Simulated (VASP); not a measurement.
# Ga3Sb (Immm) in VASP: single point with PBE

Aim: the single point of Ga3Sb with PBE.

All numbers are computed with VASP 6.6.1; they aren't measurements. Logs are shortened: lines on timing, memory, paths and dates and some standing lists are left out, and cuts for length are marked.

## (1) The cell of the first run

The structure is orthorhombic, space group Immm (No. 71). Conventional cell: a = 4.171 Å, b = 4.971 Å, c = 8.441 Å, α = 90.00°, β = 90.00°, γ = 90.00°. Within 3.9 Å of Ga (site symmetry mm2) lie 8 Ga at 2.97 to 3.26 Å and 4 Sb at 2.97 to 3.26 Å. Within 3.9 Å of Ga (site symmetry mmm) lie 8 Ga at 2.97 to 3.26 Å and 4 Sb at 3.24 Å. Within 3.9 Å of Sb (site symmetry mmm) lie 12 Ga at 2.97 to 3.26 Å.

## (2) Single point, PBE (strain +0.0875 x Voigt [1, -1, 0, 0, 0, 0])

INCAR

```
ALGO = Fast
EDIFF = 1E-7
ENCUT = 520
GGA = PE
ISIF = 2
ISMEAR = 0
LASPH = T
LCHARG = F
LREAL = F
LWAVE = F
NBANDS = 30
NELM = 60
PREC = Accurate
SIGMA = 0.15
```

KPOINTS

```
k-points
0
Gamma
  14 14 14
```

POSCAR

```
Ga3Sb
1.0
   -2.4856615847      2.0856700653      4.2203249441
    2.4856615847     -2.0856700653      4.2203249441
    2.4856615847      2.0856700653     -4.2203249441
Ga Sb
3 1
Direct
    0.7500000000      0.2500000000      0.5000000000
    0.2500000000      0.7500000000      0.5000000000
    0.5000000000      0.5000000000      0.0000000000
    0.0000000000      0.0000000000      0.0000000000
```

Potentials or basis: VASP PAW PBE potentials, release 64 (Ga_d, Sb).

Command:

```bash
cat potpaw_PBE.64/Ga_d/POTCAR potpaw_PBE.64/Sb/POTCAR > POTCAR
mpirun -np 1 vasp_std > vasp.out
```

OUTCAR:

```text
EDIFF = 1E-7
   ENCUT = 520
   GGA = PE
   ISIF = 2
   ISMEAR = 0
   LASPH = T
   LREAL = F
   NELM = 60
   PREC = Accurate

 ion  position               nearest neighbor table
   1  0.750  0.250  0.500-   4 2.97   4 2.97   4 3.26   4 3.26
   2  0.250  0.750  0.500-   4 2.97   4 2.97   4 3.26   4 3.26
   3  0.500  0.500  0.000-   4 3.24   4 3.24   4 3.24   4 3.24
   4  0.000  0.000  0.000-   1 2.97   2 2.97   1 2.97   2 2.97   3 3.24   3 3.24   3 3.24   3 3.24
                             1 3.26   1 3.26   2 3.26   2 3.26

  LATTYP: Found a body centered orthorhombic cell.
 ALAT       =     4.1713401306
 B/A-ratio  =     1.1917808219
 C/A-ratio  =     2.0234863674

  Lattice vectors:

 A1 = (   2.4856615847,  -2.0856700653,  -4.2203249441)
 A2 = (  -2.4856615847,   2.0856700653,  -4.2203249441)
 A3 = (   2.4856615847,   2.0856700653,   4.2203249441)

Analysis of symmetry for initial positions (statically):
=====================================================================
 Subroutine PRICEL returns:
 Original cell was already a primitive cell.

 Routine SETGRP: Setting up the symmetry group for a
 body centered orthorhombic supercell.

 Subroutine GETGRP returns: Found  8 space group operations
 (whereof  8 operations were pure point group operations)
 out of a pool of  8 trial point group operations.

The static configuration has the point symmetry D_2h.

Analysis of symmetry for dynamics (positions and initial velocities):
=====================================================================
 Subroutine PRICEL returns:
 Original cell was already a primitive cell.

 Routine SETGRP: Setting up the symmetry group for a
 body centered orthorhombic supercell.

 Subroutine GETGRP returns: Found  8 space group operations
 (whereof  8 operations were pure point group operations)
 out of a pool of  8 trial point group operations.

The dynamic configuration has the point symmetry D_2h.

 Subroutine INISYM returns: Found  8 space group operations
 (whereof  8 operations are pure point group operations),
 and found     1 'primitive' translations

----------------------------------------------------------------------------------------

                                     Primitive cell

  volume of cell :      87.5172

  direct lattice vectors                    reciprocal lattice vectors
    -2.485661585  2.085670065  4.220324944     0.000000000  0.239731110  0.118474290
     2.485661585 -2.085670065  4.220324944     0.201153690  0.000000000  0.118474290
     2.485661585  2.085670065 -4.220324944     0.201153690  0.239731110  0.000000000

  length of vectors
     5.323502209  5.323502209  5.323502209     0.267408232  0.233450132  0.312943784

  position of ions in fractional coordinates (direct lattice)
     0.750000000  0.250000000  0.500000000
     0.250000000  0.750000000  0.500000000
     0.500000000  0.500000000  0.000000000
     0.000000000  0.000000000  0.000000000

  ion indices of the primitive-cell ions
   primitive index   ion index
                 1           1
                 2           2
                 3           3
                 4           4

----------------------------------------------------------------------------------------

 KPOINTS: k-points

Automatic generation of k-mesh.
 Grid dimensions read from file:
 generate k-points for:   14   14   14

 Generating k-lattice:

  Cartesian coordinates                     Fractional coordinates (reciprocal lattice)
     0.000000000  0.017123651  0.008462449     0.071428571 -0.000000000  0.000000000
     0.014368121  0.000000000  0.008462449    -0.000000000  0.071428571  0.000000000
     0.014368121  0.017123651  0.000000000    -0.000000000  0.000000000  0.071428571

  Length of vectors
     0.019100588  0.016675009  0.022353127

  Shift w.r.t. Gamma in fractional coordinates (k-lattice)
     0.000000000  0.000000000  0.000000000

 Subroutine IBZKPT returns following result:
 ===========================================

 Found    428 irreducible k-points:

 Following reciprocal coordinates:
            Coordinates               Weight
  0.000000  0.000000  0.000000      1.000000
  0.071429 -0.000000  0.000000      4.000000
  0.142857  0.000000 -0.000000      4.000000
  0.214286  0.000000  0.000000      4.000000
  0.285714 -0.000000  0.000000      4.000000
  0.357143  0.000000 -0.000000      4.000000
[... 16 lines left out ...]
 -0.000000  0.142857  0.000000      4.000000
  0.071429  0.142857  0.000000      8.000000
 [... further k-points ...]
   k-points           NKPTS =    428   k-points in BZ     NKDIM =    428   number of bands    NBANDS=     30
   number of dos      NEDOS =    301   number of ions     NIONS =      4
   total plane-waves  NPLWV =  64000
   dimension x,y,z NGX =    40 NGY =   40 NGZ =   40
   dimension x,y,z NGXF=    80 NGYF=   80 NGZF=   80
   ions per type =               3   1
   NGX,Y,Z   is equivalent  to a cutoff of  12.49, 12.49, 12.49 a.u.
   NGXF,Y,Z  is equivalent  to a cutoff of  24.98, 24.98, 24.98 a.u.
 SYSTEM =  unknown system
   PREC   = accura    normal or accurate (medium, high low for compatibility)
   ISTART =      0    job   : 0-new  1-cont  2-samecut
   ICHARG =      2    charge: 1-file 2-atom 10-const
   ISPIN  =      1    spin polarized calculation?
   LNONCOLLINEAR =      F non collinear calculations
   LSORBIT =      F    spin-orbit coupling
   LASPH  =      T    aspherical Exc in radial PAW
   ENCUT  =  520.0 eV  38.22 Ry    6.18 a.u.   9.90  9.90  9.90*2*pi/ulx,y,z
   NELM   =     60;   NELMIN=  2; NELMDL= -5     # of ELM steps
   EDIFF  = 0.1E-06   stopping-criterion for ELM
   LREAL  =      F    real-space projection
   EDIFFG = 0.1E-05   stopping-criterion for IOM
   NSW    =      0    number of steps for IOM
   IBRION =     -1    ionic relax: 0-MD 1-quasi-New 2-CG
   NFREE  =      0    steps in history (QN), initial steepest desc. (CG)
   ISIF   =      2    stress and relaxation
   ISYM   =      2    0-nonsym 1-usesym 2-fastsym
   POTIM  = 0.5000    time-step for ionic-motion
   TEBEG  =    0.0;   TEEND  =   0.0 temperature during run
   PSTRESS=    0.0 pullay stress
   NELECT =      44.0000    total number of electrons
   NUPDOWN=      -1.0000    fix difference up-down
   EMIN   =  10.00;   EMAX   =-10.00  energy-range for DOS
   EFERMI =   0.00;   METHOD = LEGACY
   ISMEAR =     0;   SIGMA  =   0.15  broadening in eV -4-tet -1-fermi 0-gaus
   EFERMI_NEDOS =   21; number of points for ismear=-14 and -15
   IALGO  =     68    algorithm
   IMIX   =      4    mixing-type and parameters
     AMIX     =   0.40;   BMIX     =  1.00
     AMIX_MAG =   1.60;   BMIX_MAG =  1.00
  volume/ion in A,a.u.               =      21.88       147.65
  Fermi-wavevector in a.u.,A,eV,Ry     =   1.301751  2.459953 23.055827  1.694555
  Thomas-Fermi vector in A             =   2.432864
   LORBIT       =      0    0 simple, 1 ext, 2 COOP (PROOUT), +10 PAW based schemes
   GGA     = PE    functional components
   LHFCALC =     F    Hartree Fock is set to
   AEXX    =    0.0000 exact exchange contribution
   IVDW    =     0    specifies the selected vdW correction
   LEPSILON=     F    determine dielectric tensor
   LRPA    =     F    only Hartree local field effects (RPA)
 non-spin polarized calculation
 RMM-DIIS sequential band-by-band and
 Gauss-broadening in eV      SIGMA  =   0.15
  energy-cutoff  :      520.00
  volume of cell :       87.52
 maximum number of plane-waves:      2391
   NGX = 19   NGY = 19   NGZ = 19

 number of electron      44.0000015 magnetization

 Free energy of the ion-electron system (eV)
  ---------------------------------------------------
  ext. energy  EPLUGINS =         0.00000000
  ---------------------------------------------------
  free energy    TOTEN  =       -12.57144415 eV

  energy without entropy =      -12.55432515  energy(sigma->0) =      -12.56288465

 E-fermi :   6.0910     XC(G=0): -10.5271

 val. band max:        6.0875647919   @ k =   0.3571   0.0000  -0.0000
 cond. band min:       6.0921996829   @ k =   0.4286   0.0714   0.0000
 fundamental gap:      0.0046348910
 Fermi energy:         6.0909774301

 k-point     1 :       0.0000    0.0000    0.0000
  band No.  band energies     occupation
      1      -8.8640      2.00000
      2      -8.8514      2.00000
      3      -8.8472      2.00000
      4      -8.8241      2.00000
      5      -8.8046      2.00000
      6      -8.7929      2.00000
[... 22 lines left out ...]
     29      12.2138      0.00000
     30      12.7638      0.00000

 k-point     2 :       0.0714   -0.0000    0.0000
  band No.  band energies     occupation
      1      -8.8623      2.00000
      2      -8.8537      2.00000
      3      -8.8446      2.00000
      4      -8.8202      2.00000
      5      -8.8063      2.00000
      6      -8.8021      2.00000
[... 22 lines left out ...]
     29      12.6122      0.00000
     30      13.2409      0.00000

 k-point     3 :       0.1429    0.0000   -0.0000
  band No.  band energies     occupation
      1      -8.8585      2.00000
      2      -8.8572      2.00000
      3      -8.8363      2.00000
      4      -8.8123      2.00000
      5      -8.8108      2.00000
      6      -8.8100      2.00000
[... 22 lines left out ...]
     29      13.5793      0.00000
     30      14.2190      0.00000

 k-point     4 :       0.2143    0.0000    0.0000
  band No.  band energies     occupation
      1      -8.8620      2.00000
      2      -8.8490      2.00000
      3      -8.8236      2.00000
      4      -8.8165      2.00000
      5      -8.8163      2.00000
      6      -8.8013      2.00000
[... 616 lines left out ...]
     29      12.5043      0.00000
     30      13.6132      0.00000

 k-point    23 :      -0.0000    0.1429    0.0000
  band No.  band energies     occupation
      1      -8.8578      2.00000
      2      -8.8554      2.00000
      3      -8.8452      2.00000
      4      -8.8226      2.00000
      5      -8.8106      2.00000
      6      -8.7868      2.00000
[... 22 lines left out ...]
     29      13.1438      0.00000
     30      13.5409      0.00000

 k-point    24 :       0.0714    0.1429    0.0000
  band No.  band energies     occupation
      1      -8.8633      2.00000
      2      -8.8540      2.00000
      3      -8.8417      2.00000
      4      -8.8209      2.00000
      5      -8.8146      2.00000
      6      -8.7935      2.00000
[... 22 lines left out ...]
     29      12.7651      0.00000
     30      13.5672      0.00000

 [... further k-points ...]
[... 5 lines left out ...]
  --------------------------------------------------------------------------------------
  -------------------------------------------------------------------------------------
  Total       -0.0757709      0.6570944      0.1068162      0.0000000      0.0000000      0.0000000
  in kB       -1.3871375     12.0294242      1.9554844      0.0000000      0.0000000      0.0000000
  external PRESSURE =       4.1992570 kB  Pullay stress =       0.0000000 kB

 VOLUME and BASIS-vectors are now :
 -----------------------------------------------------------------------------
  energy-cutoff  :      520.00
  volume of cell :       87.52
      direct lattice vectors                 reciprocal lattice vectors
    -2.485661585  2.085670065  4.220324944     0.000000000  0.239731110  0.118474290
     2.485661585 -2.085670065  4.220324944     0.201153690  0.000000000  0.118474290
     2.485661585  2.085670065 -4.220324944     0.201153690  0.239731110  0.000000000

 POSITION                                       TOTAL-FORCE (eV/Angst)
 -----------------------------------------------------------------------------------
      0.00000      2.08567      2.11016         0.000000     -0.000000      0.212370
      2.48566      0.00000      2.11016        -0.000000      0.000000     -0.212370
      0.00000      0.00000      4.22032        -0.000000     -0.000000     -0.000000
      0.00000      0.00000      0.00000        -0.000000     -0.000000      0.000000
 -----------------------------------------------------------------------------------
    total drift:                               -0.000000     -0.000000      0.000000

  FREE ENERGIE OF THE ION-ELECTRON SYSTEM (eV)
  ---------------------------------------------------
  free  energy   TOTEN  =       -12.5714441487 eV

  energy  without entropy=      -12.5543251484  energy(sigma->0) =      -12.56288465
```

Wall time 44 min (1 thread of Intel Xeon 8259CL, shared host); peak memory 0.97 GiB.

Results:

| Quantity | Value |
| --- | --- |
| Free energy | -12.5714 eV |
| Pressure | 0.4 GPa |
| Largest force | 0.212 eV/Å |
| Band gap on the k mesh | zero (bands 22 and 23 overlap by 3.52 eV) |

Forces on the atoms (eV/Å):
```
Ga   0.000  0.000  0.212
Ga   0.000  0.000 -0.212
Ga   0.000  0.000  0.000
Sb   0.000  0.000  0.000
```

Levels at points of the mesh, in eV from the Fermi level:
| k point | band 19 | band 20 | band 21 | band 22 | band 23 | band 24 | band 25 | band 26 |
| --- | --- | --- | --- | --- | --- | --- | --- | --- |
| (0.00, 0.00, 0.00) | -2.52 | -2.52 | -2.33 | -1.23 | -0.99 | 0.50 | 1.00 | 1.12 |
| (0.50, 0.00, 0.00) | -4.09 | -2.57 | -1.92 | -1.60 | -0.69 | 1.00 | 1.86 | 2.93 |
| (0.00, 0.50, 0.00) | -4.76 | -1.12 | -0.04 | 0.09 | 0.38 | 1.98 | 3.11 | 3.95 |
| (0.50, 0.50, 0.00) | -5.16 | -4.63 | -4.26 | 0.97 | 1.01 | 1.52 | 1.81 | 4.73 |
| (0.50, 0.50, 0.50) | -4.23 | -2.63 | -2.44 | 1.77 | 3.20 | 3.87 | 4.75 | 5.11 |

Caveat: the cell differs from its parent crystal (strain +0.0875 x Voigt [1, -1, 0, 0, 0, 0]); spin-orbit coupling is left out, which moves the levels of the heavy elements.
